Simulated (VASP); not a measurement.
Runs of VASP 6.6.1 on SiC. The structure is that of space group I-4m2 (No. 119), or close to it. The cells are those of the table. 

```csv
cell,gap on the mesh (eV),pressure (GPa)
"a = 3.012, b = 3.012, c = 3.246 Å, angles 57.4, 57.4, 65.2°, 2 atoms",none,(b)
"a = 2.993, b = 2.993, c = 3.549 Å, angles 53.6, 53.6, 72.7°, 2 atoms",none,-9.1
"a = 3.037, b = 3.037, c = 3.161 Å, angles 58.6, 58.6, 62.7°, 2 atoms",0.50,(a)
"a = 2.995, b = 2.995, c = 3.340 Å, angles 56.1, 56.1, 67.8°, 2 atoms",none,-0.8
"a = 2.989, b = 2.989, c = 3.451 Å, angles 54.7, 54.7, 70.5°, 2 atoms",none,-4.8
```

Alike in all rows: task single point; level PBE; potentials or basis VASP PAW PBE potentials, release 64 (Si, C); no spin polarisation; k mesh 4 × 4 × 4; cutoff (eV) 520; smearing gaussian 0.05 eV.

Question: Fill in the values left out.

Answer: (a) 4.6; (b) 2.4.

Caveats: all runs use coarse meshes.

A k mesh can miss the band edges.

A gap of «none» marks levels without a gap at the run's occupations.
